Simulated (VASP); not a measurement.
# C (P6_422) in VASP: further runs, part 2 of 2

VASP 6.6.1. Earlier steps stand in the parts before.

## 5. Relaxation of cell and atoms, PBE

INCAR reads:

```
PREC = Accurate ; ENCUT = 600
EDIFF = 1E-6 ; ISMEAR = 0
SIGMA = 0.1 ; LREAL = F
LASPH = T ; NELM = 60
ALGO = Normal ; ISIF = 3
LWAVE = F ; LCHARG = F
GGA = PE ; IBRION = 2
NSW = 90 ; EDIFFG = -0.04
```

KPOINTS reads:

```
Automatic mesh
0
Gamma
  12 12 6
```

POSCAR reads:

```
C
1.0
    2.4553558900      0.0000000000      0.0000000000
   -1.2276779500      2.1264005800      0.0000000000
    0.0000000000      0.0000000000      2.6886542600
C
3
Direct
    0.0000000000      0.5000000000      0.3333333300
    0.5000000000      0.5000000000      0.6666666700
    0.5000000000      0.0000000000      0.0000000000
```

Potentials or basis: VASP PAW PBE potentials, release 64 (C).

Launch:

```bash
cat potpaw_PBE.64/C/POTCAR > POTCAR
mpirun -np 1 vasp_std > vasp.out
```

OUTCAR:

```text
PREC = Accurate
   ENCUT = 600
   EDIFF = 1E-6
   ISMEAR = 0
   LREAL = F
   LASPH = T
   NELM = 60
   ISIF = 3
   GGA = PE
   IBRION = 2
   NSW = 90
   EDIFFG = -0.04

 ion  position               nearest neighbor table
   1  0.000  0.500  0.333-   3 1.52   3 1.52   2 1.52   2 1.52
   2  0.500  0.500  0.667-   3 1.52   3 1.52   1 1.52   1 1.52
   3  0.500  0.000  0.000-   1 1.52   1 1.52   2 1.52   2 1.52

  LATTYP: Found a hexagonal cell.
 ALAT       =     2.4553558900
 C/A-ratio  =     1.0950161119

  Lattice vectors:

 A1 = (   2.4553558900,   0.0000000000,   0.0000000000)
 A2 = (  -1.2276779500,   2.1264005800,   0.0000000000)
 A3 = (   0.0000000000,   0.0000000000,   2.6886542600)

Analysis of symmetry for initial positions (statically):
=====================================================================
 Subroutine PRICEL returns:
 Original cell was already a primitive cell.

 Routine SETGRP: Setting up the symmetry group for a
 hexagonal supercell.

 Subroutine GETGRP returns: Found 12 space group operations
 (whereof  4 operations were pure point group operations)
 out of a pool of 24 trial point group operations.

The static configuration has the point symmetry D_2 .
 The point group associated with its full space group is D_6 .

Analysis of symmetry for dynamics (positions and initial velocities):
=====================================================================
 Subroutine PRICEL returns:
 Original cell was already a primitive cell.

 Routine SETGRP: Setting up the symmetry group for a
 hexagonal supercell.

 Subroutine GETGRP returns: Found 12 space group operations
 (whereof  4 operations were pure point group operations)
 out of a pool of 24 trial point group operations.

The dynamic configuration has the point symmetry D_2 .
 The point group associated with its full space group is D_6 .

 Subroutine INISYM returns: Found 12 space group operations
 (whereof  4 operations are pure point group operations),
 and found     1 'primitive' translations

[... 127 lines left out ...]
 conjugate gradient relaxation of ions
 non-spin polarized calculation
 Gauss-broadening in eV      SIGMA  =   0.10
  energy-cutoff  :      600.00
  volume of cell :       14.04
 maximum number of plane-waves:       489
 NGX is ok and might be reduce to    20
   NGX =  9   NGY =  9   NGZ = 11

--------------------------------------- Ionic step        1  -------------------------------------------

 number of electron      12.0000002 magnetization

 Free energy of the ion-electron system (eV)
  ---------------------------------------------------
  ext. energy  EPLUGINS =         0.00000000
  ---------------------------------------------------
  free energy    TOTEN  =       -23.29208480 eV

  energy without entropy =      -23.29208480  energy(sigma->0) =      -23.29208480

------------------------ aborting loop because EDIFF is reached ----------------------------------------

  FORCE on cell =-STRESS in cart. coord.  units (eV):
  Direction    XX          YY          ZZ          XY          YZ          ZX
  --------------------------------------------------------------------------------------
  -------------------------------------------------------------------------------------
  Total        8.9840928      8.9840929      6.4400155     -0.0000000     -0.0000000      0.0000000
  in kB     1025.3929391   1025.3929429    735.0265180     -0.0000024     -0.0000000      0.0000000
  external PRESSURE =     928.6041333 kB  Pullay stress =       0.0000000 kB
[... 24 lines left out ...]
--------------------------------------- Ionic step        2  -------------------------------------------

 number of electron      12.0000001 magnetization

 E-fermi :   8.5792     XC(G=0): -12.6747

 val. band max:        8.1123792659   @ k =   0.0000   0.0000   0.5000
 cond. band min:      10.2411205989   @ k =   0.5000  -0.0000   0.0000
 fundamental gap:      2.1287413330
 Fermi energy:         8.5791688038

 k-point     1 :       0.0000    0.0000    0.0000
  band No.  band energies     occupation
      1     -11.6813      2.00000
      2       0.9834      2.00000
      3       0.9834      2.00000
      4       2.3109      2.00000
      5       6.3612      2.00000
      6       6.3612      2.00000
      7      12.8022      0.00000
      8      12.8022      0.00000
      9      15.7150      0.00000
     10      16.2706      0.00000
[... 483 lines left out ...]
--------------------------------------- Ionic step        7  -------------------------------------------

 number of electron      12.0000002 magnetization

 Free energy of the ion-electron system (eV)
  ---------------------------------------------------
  ext. energy  EPLUGINS =         0.00000000
  ---------------------------------------------------
  free energy    TOTEN  =       -23.92924896 eV

  energy without entropy =      -23.92924896  energy(sigma->0) =      -23.92924896

 E-fermi :  11.4163     XC(G=0): -13.7096

 val. band max:       10.9589448359   @ k =   0.0000   0.0000   0.5000
 cond. band min:      12.8829944583   @ k =   0.5000  -0.0000   0.0000
 fundamental gap:      1.9240496225
 Fermi energy:        11.4162651258

 k-point     1 :       0.0000    0.0000    0.0000
  band No.  band energies     occupation
      1     -11.5161      2.00000
      2       2.9124      2.00000
      3       2.9124      2.00000
      4       4.3861      2.00000
      5       9.0877      2.00000
      6       9.0877      2.00000
      7      17.7947      0.00000
      8      17.7947      0.00000
      9      20.3456      0.00000
     10      20.7014      0.00000
[... 329 lines left out ...]
  FREE ENERGIE OF THE ION-ELECTRON SYSTEM (eV)
  ---------------------------------------------------
  free  energy   TOTEN  =       -23.9292489562 eV

  energy  without entropy=      -23.9292489562  energy(sigma->0) =      -23.92924896

 reached required accuracy - stopping structural energy minimisation
```

OSZICAR:

```text
N       E                     dE             d eps       ncg     rms          rms(c)
DAV:   1     0.214517968626E+02    0.21452E+02   -0.77526E+03  1536   0.133E+03
DAV:   2    -0.227638662275E+02   -0.44216E+02   -0.41953E+02  2034   0.200E+02
DAV:   3    -0.240398752788E+02   -0.12760E+01   -0.12711E+01  1992   0.314E+01
DAV:   4    -0.240449355009E+02   -0.50602E-02   -0.50585E-02  2146   0.200E+00
[... 43 lines left out ...]
DAV:   4    -0.239291864555E+02   -0.13216E-06   -0.57720E-07   988   0.799E-03
   6 F= -.23929186E+02 E0= -.23929186E+02  d E =-.127112E-03
       N       E                     dE             d eps       ncg     rms          rms(c)
DAV:   1    -0.239292505511E+02   -0.64228E-04   -0.17117E-03  1666   0.404E-01    0.139E-02
DAV:   2    -0.239292497686E+02    0.78250E-06   -0.18031E-05  2264   0.431E-02    0.819E-03
DAV:   3    -0.239292489562E+02    0.81231E-06   -0.18484E-06  1344   0.118E-02
   7 F= -.23929249E+02 E0= -.23929249E+02  d E =-.189613E-03
```

CONTCAR:

```text
C
   1.00000000000000
     2.6042947468480078   -0.0000000003514490   -0.0000000000000000
    -1.3021473790316618    2.2553854145332428    0.0000000000000000
     0.0000000000000000    0.0000000000000000    2.7997789467943068
  C
     3
Direct
     0.0000000000000000    0.5000000000000000    0.3333333300000021
     0.5000000000000000    0.5000000000000000    0.6666666699999979
     0.5000000000000000    0.0000000000000000    0.0000000000000000

  0.00000000E+00  0.00000000E+00  0.00000000E+00
  0.00000000E+00  0.00000000E+00  0.00000000E+00
  0.00000000E+00  0.00000000E+00  0.00000000E+00
```

Wall time 22 s (1 thread of Intel Xeon 6975P-C (Granite Rapids), shared host); peak memory 0.12 GiB.

What came out:

```
Free energy                            : -23.9292 eV
Relaxed volume                         : 5.48 Å³/atom
Relaxed cell                           : a = 2.604 Å, b = 2.604 Å, c = 2.800 Å, α = 90.00°, β = 90.00°, γ = 120.00°
Space group after relaxing (to 0.05 Å) : P6_422 (No. 181)
Energy gained by relaxing              : 212.4 meV/atom
Ionic steps                            : 7
Pressure after relaxing                : 0.8 GPa
Band gap on the k mesh                 : 1.92 eV, indirect (least direct gap 4.93 eV)
```

Step by step:
| step | energy change (eV) | largest force (eV/Å) | pressure (GPa) | volume (Å³) |
| --- | --- | --- | --- | --- |
| 1 | 0.0000 | 0.0000 | 92.86 | 14.04 |
| 2 | 0.2094 | 0.0000 | -58.98 | 20.29 |
| 3 | -0.6359 | 0.0000 | -3.16 | 16.60 |
| 4 | -0.6370 | 0.0000 | -0.64 | 16.50 |
| 5 | -0.6370 | 0.0000 | 0.70 | 16.45 |
| 6 | -0.6371 | 0.0000 | 0.93 | 16.44 |
| 7 | -0.6372 | 0.0000 | 0.85 | 16.45 |

Final structure:
```
C
1.0
     2.60429    0.00000    0.00000
    -1.30215    2.25539    0.00000
     0.00000    0.00000    2.79978
C
3
Cartesian
  -0.6511 1.1277 0.9333
  0.6511 1.1277 1.8665
  1.3021 0.0000 0.0000
```

Caveat: the volume moved by over 15 % at a fixed basis, so the end points are rough. A hybrid or GW would open this gap; PBE tends to underestimate it.

## 6. Relaxation of cell and atoms, PBE

This run uses another cell than the first one, of 5.49 Å³/atom, 1.172 times its volume.

INCAR reads:

```
PREC = Accurate ; ENCUT = 600
EDIFF = 1E-7 ; ISMEAR = 0
SIGMA = 0.02 ; LREAL = F
LASPH = T ; NELM = 60
ALGO = Normal ; ISIF = 3
LWAVE = F ; LCHARG = F
GGA = PE ; IBRION = 2
NSW = 100 ; EDIFFG = -0.01
```

KPOINTS reads:

```
regular mesh
0
Gamma
  12 12 10
```

POSCAR reads:

```
C
1.0
    2.6050966410      0.0000000000      0.0000000000
   -1.3025483205      2.2560798704      0.0000000000
    0.0000000000      0.0000000000      2.8000312838
C
3
Direct
    0.0000000000      0.5000000000      0.3333333333
    0.5000000000      0.5000000000      0.6666666667
    0.5000000000      0.0000000000      0.0000000000
```

Potentials or basis: VASP PAW PBE potentials, release 64 (C).

Launch:

```bash
cat potpaw_PBE.64/C/POTCAR > POTCAR
mpirun -np 1 vasp_std > vasp.out
```

Wall time 9.6 s (1 thread of Intel Xeon 6975P-C (Granite Rapids), shared host); peak memory 0.13 GiB.

It converged, with:

| Property | Result |
| --- | --- |
| Free energy | -23.9363 eV |
| Pressure after relaxing | 0.1 GPa |
| Band gap on the k mesh | 1.92 eV, indirect (least direct gap 4.64 eV) |

Stress tensor (GPa, compression positive):
```
0.11 0.00 0.00
0.00 0.11 0.00
0.00 0.00 0.22
```

Final structure:
```
CELL_PARAMETERS angstrom
2.60510 0.00000 0.00000
-1.30255 2.25608 0.00000
0.00000 0.00000 2.80003
ATOMIC_POSITIONS crystal
C 0.00000 0.50000 0.33333
C 0.50000 0.50000 0.66667
C 0.50000 0.00000 0.00000
```

Levels at points of the mesh, in eV from the valence-band top:
| k point | band 3 | band 4 | band 5 | band 6 | band 7 | band 8 | band 9 | band 10 |
| --- | --- | --- | --- | --- | --- | --- | --- | --- |
| (0.00, 0.00, 0.00) | -8.04 | -6.57 | -1.87 | -1.87 | 6.82 | 6.82 | 9.39 | 9.74 |
| (0.50, 0.00, 0.00) | -6.11 | -5.68 | -5.50 | -4.22 | 1.92 | 4.11 | 8.13 | 8.63 |
| (0.00, 0.00, 0.50) | -3.14 | -3.14 | -1.61 | 0.00 | 4.92 | 4.92 | 7.26 | 7.26 |
| (0.50, 0.00, 0.50) | -12.20 | -11.72 | -4.47 | -3.38 | 2.71 | 4.01 | 10.16 | 12.32 |

Caveat: the relaxation stopped at its first step, so nothing moved. A k mesh can miss the band edges.

## 7. Summary

```tsv
task	cell	k mesh	cutoff (eV)	smearing	gap on the mesh (eV)	pressure (GPa)
single point	a = 2.455, b = 2.455, c = 2.689 Å, angles 90.0, 90.0, 120.0°, 3 atoms	12 × 12 × 6	520	gaussian 0.1 eV	1.71	93.7
single point	a = 2.605, b = 2.605, c = 2.800 Å, angles 90.0, 90.0, 120.0°, 3 atoms	12 × 12 × 6	520	gaussian 0.1 eV	1.92	0.7
single point	a = 2.605, b = 2.605, c = 2.800 Å, angles 90.0, 90.0, 120.0°, 3 atoms	12 × 12 × 10	520	gaussian 0.02 eV	1.92	0.5
relaxation of cell and atoms	relaxed from a = 2.455, b = 2.455, c = 2.689 Å, angles 90.0, 90.0, 120.0°, 3 atoms	12 × 12 × 6	600	gaussian 0.1 eV	1.92	0.8
relaxation of cell and atoms	relaxed from a = 2.605, b = 2.605, c = 2.800 Å, angles 90.0, 90.0, 120.0°, 3 atoms	12 × 12 × 10	600	gaussian 0.02 eV	1.92	0.1
```

Alike in all rows: level PBE; potentials or basis VASP PAW PBE potentials, release 64 (C); no spin polarisation.

Caveats: the volume moved by over 15 % at a fixed basis, so the end points are rough (some runs); the relaxation stopped at its first step, so nothing moved (some runs).

Total energies depend on the potentials used, so only differences within one code and one set of settings carry meaning.
